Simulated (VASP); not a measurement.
Write the native input for VASP 6.6.1 that does the following.

```
Task                   : molecular dynamics
Functional             : PBE
Potentials or basis    : VASP PAW PBE potentials, release 64 (Zn, Cl, Mg)
Cutoff                 : 520 eV
k mesh                 : 1 × 1 × 1
Occupations            : fermi-dirac, width 0.0552 eV
Spin                   : no spin polarisation
Dipole correction      : no
Further INCAR settings : LREAL = Auto; ALGO = Normal; EDIFF = 1e-05; ISYM = 0; IBRION = 0; POTIM = 3.0; NSW = 40
```

The structure of Mg5Zn2Cl14 lies in POSCAR:

```
Mg5Zn2Cl14
1.0
    8.2974160000     -0.2208390000     -0.2790260000
   -0.2208390000      8.1977830000     -0.1524450000
   -0.2790260000     -0.1524450000      8.2216760000
Zn Cl Mg
2 14 5
Direct
    0.4507343368      0.1943807501      0.6908384314
    0.4868228351      0.2021104712      0.1616872755
    0.1198581152      0.2115858458      0.1180017297
    0.4523797428      0.3154572633      0.9404986140
    0.8639383037      0.1332144256      0.7297551990
    0.6242023333      0.2493714698      0.5094094334
    0.8178183042      0.6226200573      0.1091047554
    0.1697741808      0.6463532809      0.3904421062
    0.1951689278      0.7391588929      0.9907121663
    0.7617295967      0.9907260462      0.0996363987
    0.5693025843      0.6755052537      0.4466439180
    0.4018299789      0.9688780234      0.2935857526
    0.2578874279      0.0227850794      0.6991530869
    0.5197985016      0.8184466938      0.8376948654
    0.9615278508      0.7706835650      0.6584447693
    0.3035293192      0.4222068865      0.6652130214
    0.5946514197      0.7644674404      0.1891835825
    0.3248225742      0.6974755145      0.6535563084
    0.0228702695      0.9409382082      0.9085015377
    0.1016401339      0.5322209248      0.1403166502
    0.7142565407      0.8854953630      0.6231235227
```

One way to write it, as run:

INCAR

```
PREC = Accurate
ENCUT = 520
EDIFF = 1E-5
ISMEAR = -1
SIGMA = 0.0552
LREAL = Auto
LASPH = True
NELM = 100
ALGO = Normal
ISIF = 2
LWAVE = False
LCHARG = True
GGA = PE
ISYM = 0
IBRION = 0
NSW = 40
POTIM = 3.0
TEBEG = 640.0
TEEND = 640.0
NELMIN = 4
RANDOM_SEED = 54529 0 0
MDALGO = 3
LANGEVIN_GAMMA = 30 30 30
```

KPOINTS

```
regular mesh
0
Gamma
  1 1 1
```

Potentials or basis: VASP PAW PBE potentials, release 64 (Zn, Cl, Mg).

Launch:

```console
$ cat potpaw_PBE.64/Zn/POTCAR potpaw_PBE.64/Cl/POTCAR potpaw_PBE.64/Mg/POTCAR > POTCAR
$ mpirun -np 1 vasp_gam > vasp.out
```

Wall time 17 min on 1 thread of Intel(R) Xeon(R) 6975P-C (Granite Rapids), on a shared host, peak memory 0.67 GiB.
